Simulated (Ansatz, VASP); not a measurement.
CaSe4 in VASP and in Ansatz

```
Ca Se
1.0
     5.50489    0.00000    0.00000
    -2.75244    4.76737    0.00000
     0.00000    0.00000   29.10361
Ca Se
1 4
Direct
  0.00000 0.00000 0.29206
  0.33333 0.66667 0.25269
  0.33333 0.66667 0.33143
  0.66667 0.33333 0.33143
  0.66667 0.33333 0.25269
```

Alike in both runs: functional PBE; k mesh 6 × 6 × 1; occupations gaussian, width 0.1 eV; no spin polarisation.

Ansatz relaxed the structure, and its values are those at the end. VASP's run is a single point on that final structure, the one shown.

|  | VASP | Ansatz |
| --- | --- | --- |
| version | VASP 6.6.1 | Ansatz 0.2.0 |
| potentials or method | VASP PAW PBE potentials, release 64 (Ca_sv, Se), cutoff 520 eV | scalar-relativistic, plane waves, PAW |
| valence electrons in the cell | 34 | 74 |

Ansatz gave:

* gap on the k mesh at the Fermi level (eV): none
* rms of the force components (eV/Å): 0.009

What did VASP give for the same quantities?

gap on the k mesh at the Fermi level (eV): none; rms of the force components (eV/Å): 0.014.

A gap of «none» marks a metal or a gap that the smearing closes. With one functional, cell and mesh, what is left measures potentials, basis and numerics. VASP's potentials hold 34 valence electrons a cell and Ansatz's 74, so a difference there can come from the potentials and not from the codes.
